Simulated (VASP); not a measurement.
A run of VASP 6.6.1:

INCAR

```
PREC     = Accurate       # precision mode
ENCUT    = 520            # plane-wave cutoff, eV
EDIFF    = 1E-6           # SCF threshold, eV
ISMEAR   = -1             # smearing method
SIGMA    = 0.05           # smearing width, eV
LREAL    = False          # projectors in reciprocal space
LASPH    = True           # aspherical terms in the spheres
NELM     = 150            # most SCF steps
ALGO     = Normal         # electronic algorithm
ISIF     = 2              # what is computed and relaxed
LWAVE    = False          # write WAVECAR
LCHARG   = False          # write CHGCAR
ISPIN    = 2              # spin polarisation
MAGMOM   = 1.7            # initial moments
LORBIT   = 11             # projections on sites
LMAXMIX  = 4              # l up to which the mixer works
GGA      = PE             # functional
NBANDS   = 14             # bands
```

The input KPOINTS:

```
Automatic mesh
0
Gamma
  17 17 17
```

POSCAR

```
Co
1.0
    2.3401639241      0.0000000000      0.0000000000
    0.0000000000      2.3401639241      0.0000000000
    0.0000000000      0.0000000000      2.3401639241
Co
1
Direct
    0.0000000000      0.0000000000      0.0000000000
```

Potentials or basis: VASP PAW PBE potentials, release 64 (Co).

Launch:

```bash
$ cat potpaw_PBE.64/Co/POTCAR > POTCAR
$ mpirun -np 1 vasp_std > vasp.out
```

Hardware: 1 thread of Intel(R) Xeon(R) 6975P-C (Granite Rapids), with other jobs on the host.

Question: Estimate the wall time of this run.

Answer: Run time: 20 s on 1 thread of Intel(R) Xeon(R) 6975P-C (Granite Rapids), with other jobs on the host, peak memory 0.15 GiB. Counts: scf iterations 13, k points 165.
